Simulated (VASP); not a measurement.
Write the native input for VASP 6.6.1 that does the following.

```yaml
Task: single point
Functional: PBEsol-based screened hybrid with 25 % exact exchange
Potentials_or_basis: VASP PAW PBE potentials, release 64 (Ge_d)
Cutoff: 520 eV
k_mesh: 6 × 6 × 6
Occupations: fermi-dirac, width 0.05 eV
Spin: no spin polarisation
Dipole_correction: no
Grid_for_exact_exchange_PRECFOCK: Normal
Share_of_exact_exchange: 0.25
Further_INCAR_settings: ALGO = Normal; EDIFF = 1e-06; NBANDS = 13
Screening_parameter: 0.207 1/Å
```

Crystal: Ge.

```
CELL_PARAMETERS angstrom
-1.64579 1.64579 1.67948
1.64579 -1.64579 1.67948
1.64579 1.64579 -1.67948
ATOMIC_POSITIONS crystal
Ge 0.50000 0.50000 0.00000
```

One way to write it, as run:

POSCAR

```
Ge
1.0
   -1.6457865400      1.6457865400      1.6794750181
    1.6457865400     -1.6457865400      1.6794750181
    1.6457865400      1.6457865400     -1.6794750181
Ge
1
Direct
    0.5000000000      0.5000000000      0.0000000000
```

INCAR.step1

```
SYSTEM = Ge
PREC     = Accurate       ! precision mode
ENCUT    = 520            ! plane-wave cutoff, eV
EDIFF    = 1E-5           ! SCF threshold, eV
ISMEAR   = -1             ! smearing method
SIGMA    = 0.05           ! smearing width, eV
LREAL    = .FALSE.        ! projectors in reciprocal space
LASPH    = .TRUE.         ! aspherical terms in the spheres
NELM     = 100            ! most SCF steps
ALGO     = Normal         ! electronic algorithm
ISIF     = 2              ! what is computed and relaxed
LWAVE    = .TRUE.         ! write WAVECAR
NBANDS   = 13             ! bands
GGA      = PE             ! functional
```

INCAR.step2

```
SYSTEM = Ge
PREC     = Accurate       ! precision mode
ENCUT    = 520            ! plane-wave cutoff, eV
EDIFF    = 1E-6           ! SCF threshold, eV
ISMEAR   = -1             ! smearing method
SIGMA    = 0.05           ! smearing width, eV
LREAL    = .FALSE.        ! projectors in reciprocal space
LASPH    = .TRUE.         ! aspherical terms in the spheres
NELM     = 100            ! most SCF steps
ALGO     = Normal         ! electronic algorithm
ISIF     = 2              ! what is computed and relaxed
LWAVE    = .FALSE.        ! write WAVECAR
LCHARG   = .TRUE.         ! write CHGCAR
GGA      = PS             ! functional
LHFCALC  = .TRUE.         ! exact exchange
AEXX     = 0.25           ! exact-exchange fraction
HFSCREEN = 0.207          ! screening, 1/A
PRECFOCK = Normal       
LELF     = .TRUE.         ! ELF
LVHAR    = .TRUE.       
NBANDS   = 13             ! bands
ISTART   = 1
```

KPOINTS

```
regular mesh
0
G
  6 6 6
  0 0 0
```

Potentials or basis: VASP PAW PBE potentials, release 64 (Ge_d).

Run with:

```bash
$ cat potpaw_PBE.64/Ge_d/POTCAR > POTCAR
$ cp INCAR.step1 INCAR
$ mpirun -np 1 vasp_std > vasp.out
$ cp INCAR.step2 INCAR
$ mpirun -np 1 vasp_std > vasp.out
```

It gave:

| Property | Result |
| --- | --- |
| Pressure | 0.3 GPa |
| Band gap on the k mesh | zero (bands 7 and 8 overlap by 14.07 eV) |

Caveat: the k points lie up to 0.45 Å⁻¹ apart, too coarse for converged energies and pressures of a metal; the PAW data sets were made with another functional, which shifts forces and pressure a little.

It took 49 min on 1 thread of Intel Xeon 8259CL (shared host), peak memory 0.25 GiB.
